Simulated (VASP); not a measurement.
PbO2, 6 atoms in the cell. The structure is tetragonal, space group I4_1/amd (No. 141). Conventional cell: a = 4.224 Å, b = 4.224 Å, c = 10.748 Å, α = 90.00°, β = 90.00°, γ = 90.00°. Within 2.9 Å of Pb (site symmetry -4m2) lie 6 O at 2.17 Å. O (site symmetry 2mm) has 3 Pb at 2.17 Å and 2 O at 2.68 Å within 2.9 Å. 

| Item | Value |
| --- | --- |
| Program | VASP 6.6.1 |
| Task | single point |
| Functional | r2SCAN |
| Potentials or basis | VASP PAW PBE potentials, release 64 (Pb_d, O) |
| Cutoff | 520 eV |
| k mesh | 8 × 8 × 8 |
| Occupations | gaussian, width 0.1 eV |
| Spin | no spin polarisation |
| Dipole correction | no |
| Further INCAR settings | ALGO = Normal; EDIFF = 1e-07; NBANDS = 35 |

Potentials or basis: VASP PAW PBE potentials, release 64 (Pb_d, O).

The run is started by

```console
$ cat potpaw_PBE.64/Pb_d/POTCAR potpaw_PBE.64/O/POTCAR > POTCAR
$ cp INCAR.step1 INCAR
$ mpirun -np 1 vasp_std > vasp.out
$ cp INCAR.step2 INCAR
$ mpirun -np 1 vasp_std > vasp.out
```

Hardware: 1 thread of Intel(R) Xeon(R) Platinum 8488C (Sapphire Rapids), on a shared host.

**Question.** How long does it take, and how much memory?

**Answer.** Run time: 14 min on 1 thread of Intel(R) Xeon(R) Platinum 8488C (Sapphire Rapids), on a shared host, peak memory 0.45 GiB. Counts: k points 59.
